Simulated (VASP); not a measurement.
Set up this calculation in VASP 6.6.1, as the native input.

```yaml
Task: single point
Functional: PBE
Potentials_or_basis: VASP PAW PBE potentials, release 64 (Ta_pv, N, H)
Cutoff: 520 eV
k_mesh: 9 × 9 × 1
Occupations: gaussian, width 0.1 eV
Spin: collinear spin
Starting_moments: "[0.0, 0.0, 0.0, 0.0, 0.0, 0.0, 1.0] μB"
Dipole_correction: yes
Further_INCAR_settings: ALGO = Normal; EDIFF = 1e-07; NBANDS = 38
```

The structure of Ta3HN3 lies in POSCAR:

```
Ta3HN3
1.0
    3.1228193035      0.0000000000      0.0000000000
    0.0000000000      3.1228193035      0.0000000000
    0.0000000000      0.0000000000     21.5908392430
Ta N H
3 3 1
Direct
    0.0000000000      0.0000000000      0.1852637572
    0.5000000000      0.5000000000      0.2890369107
    0.0000000000      0.0000000000      0.3832407719
    0.5000000000      0.5000000000      0.1852637572
    0.0000000000      0.0000000000      0.2843927699
    0.5000000000      0.5000000000      0.3978927890
    0.7500000000      0.7500000000      0.4502298004
```

The input as run:

INCAR

```
SYSTEM = Ta3HN3
ALGO = Normal ; DIPOL = 0.5 0.5 0.311
EDIFF = 1E-7 ; ENCUT = 520
GGA = PE ; IDIPOL = 3
ISIF = 2 ; ISMEAR = 0
ISPIN = 2 ; LASPH = .TRUE.
LCHARG = .FALSE. ; LDIPOL = .TRUE.
LMAXMIX = 4 ; LORBIT = 11
LREAL = .FALSE. ; LWAVE = .FALSE.
MAGMOM = 0 0 0 0 0 0 1 ; NBANDS = 38
NELM = 150 ; PREC = Accurate
SIGMA = 0.1
```

KPOINTS

```
k-points
0
G
  9 9 1
  0 0 0
```

Potentials or basis: VASP PAW PBE potentials, release 64 (Ta_pv, N, H).

Launch:

```console
$ cat potpaw_PBE.64/Ta_pv/POTCAR potpaw_PBE.64/N/POTCAR potpaw_PBE.64/H/POTCAR > POTCAR
$ mpirun -np 1 vasp_std > vasp.out
```

Results of the run:

The largest force is 1.986 eV/Å, the net moment is 0.00 μB per cell and the valence electrons inside the program's atomic spheres are Ta 8.78, 8.96, 8.89; N 3.69, 3.76, 3.65; H 0.52.

Wall time 9.9 min on 1 thread of Intel(R) Xeon(R) Platinum 8488C (Sapphire Rapids) (shared host), peak memory 0.56 GiB.
